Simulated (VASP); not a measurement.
A run of VASP 6.6.1:

File INCAR:

```
  ALGO = Normal
  EDIFF = 1E-7
  EDIFFG = -0.005
  ENCUT = 600
  GGA = PE
  IBRION = 2
  ISIF = 3
  ISMEAR = 0
  LASPH = True
  LCHARG = False
  LREAL = False
  LWAVE = False
  NELM = 60
  NSW = 100
  PREC = Accurate
  SIGMA = 0.02
```

The input KPOINTS:

```
k-points
0
Gamma
  12 12 12
```

The input POSCAR:

```
C
1.0
    0.0000000000      1.7833700000      1.7833700000
    1.7833700000      0.0000000000      1.7833700000
    1.7833700000      1.7833700000      0.0000000000
C
2
Direct
    0.5000000000      0.5000000000      0.5000000000
    0.7500000000      0.7500000000      0.7500000000
```

Potentials or basis: VASP PAW PBE potentials, release 64 (C).

Command:

```bash
$ cat potpaw_PBE.64/C/POTCAR > POTCAR
$ mpirun -np 1 vasp_std > vasp.out
```

Hardware: 1 thread of Intel(R) Xeon(R) 6975P-C (Granite Rapids) (shared host).

Problem. How long does it take, and how much memory?

Solution. Wall time 5.7 s on 1 thread of Intel(R) Xeon(R) 6975P-C (Granite Rapids), on a shared host, peak memory 0.11 GiB. Counts: scf iterations 22, k points 72, ion steps 3.
